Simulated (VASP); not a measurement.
Al32Cu (a cell with a defect), 33 atoms in the cell. The cell holds a defect, 33 atoms: a = 8.100 Å, b = 8.100 Å, c = 8.100 Å, α = 90.00°, β = 90.00°, γ = 90.00°. 

| Quantity | Value |
| --- | --- |
| Program | VASP 6.6.1 |
| Task | single point |
| Functional | PBEsol |
| Potentials or basis | VASP PAW PBE potentials, release 64 (Al, Cu) |
| Cutoff | 520 eV |
| k mesh | 2 × 2 × 2 |
| Occupations | fermi-dirac, width 0.05 eV |
| Spin | no spin polarisation |
| Dipole correction | no |
| Further INCAR settings | LREAL = Auto; ALGO = Normal; EDIFF = 1e-06; NBANDS = 76 |

Potentials or basis: VASP PAW PBE potentials, release 64 (Al, Cu).

Launch:

```bash
$ cat potpaw_PBE.64/Al/POTCAR potpaw_PBE.64/Cu/POTCAR > POTCAR
$ mpirun -np 1 vasp_std > vasp.out
```

Hardware: 1 thread of AMD EPYC 9R45 96-Core Processor (Zen 5), with other jobs on the host.

Q: Estimate the wall time of this run.

A: It took 5.3 min on 1 thread of AMD EPYC 9R45 96-Core Processor (Zen 5), with other jobs on the host, peak memory 0.55 GiB. Counts: scf iterations 16, k points 8.
